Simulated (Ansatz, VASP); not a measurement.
**C in VASP and in Ansatz**

Contents of INCAR:

```
  PREC = Accurate
  ENCUT = 520
  EDIFF = 1E-6
  ISMEAR = 0
  SIGMA = 0.05
  LREAL = F
  LASPH = T
  NELM = 80
  ALGO = Normal
  ISIF = 2
  LWAVE = F
  LCHARG = F
  GGA = PE
  IVDW = 12
  NBANDS = 11
```

File KPOINTS:

```
regular mesh
0
Gamma
  15 15 15
```

The input POSCAR:

```
C
1.0
    1.2324809262      0.7115731945      3.3609366220
   -1.2324809262      0.7115731945      3.3609366220
    0.0000000000     -1.4231463891      3.3609366220
C
2
Direct
    0.1877204274      0.1877204274      0.1455603233
    0.8122795726      0.8122795726      0.8544396767
```

Input for Ansatz:

```yaml
crystal:
  lattice:
    - [1.2324809262, 0.7115731945, 3.360936622]
    - [-1.2324809262, 0.7115731945, 3.360936622]
    - [0.0, -1.4231463891, 3.360936622]
  atoms:
    - { symbol: C, position: [0.1877204274, 0.1877204274, 0.1455603233] }
    - { symbol: C, position: [0.8122795726, 0.8122795726, 0.8544396767] }
basis:
  ecutwfc: 520.0
kpoints:
  mp_grid: { grid: [15, 15, 15] }
hamiltonian:
  xc: pbe
  pseudopotentials: { kind: paw, azcp: { folder: soft_1 } }
  dispersion: d3bj
scf:
  occupations: { method: gaussian, width: 0.05 }
output:
  forces: true
  stress: true
  eigenvalues: true
```

Change from the starting cell: mode 4 frozen in at +0.071 Å and mode 6 at +0.060 Å (largest displacements).

Alike in both runs: task single point; functional PBE; dispersion D3(BJ); k mesh 15 × 15 × 15; occupations gaussian, width 0.05 eV; no spin polarisation.

```csv
,VASP,Ansatz
version,VASP 6.6.1,Ansatz 0.2.0
potentials or method,"VASP PAW PBE potentials, release 64 (C), cutoff 520 eV","scalar-relativistic, plane waves, PAW"
valence electrons in the cell,8,8
```

```csv
,VASP,Ansatz,Ansatz less VASP
gap on the k mesh at the Fermi level (eV),0.58,0.58,+0.001
least direct gap on the mesh (eV),0.71,0.71,+0.001
pressure (GPa),4.7,4.4,-0.35
"traceless stress, the component that is largest in VASP (GPa)",13.94,13.50,-0.442
rms of the force components (eV/Å),3.296,3.292,-0.0044
```

Atom by atom the forces differ by 0.007 eV/Å (rms over components).
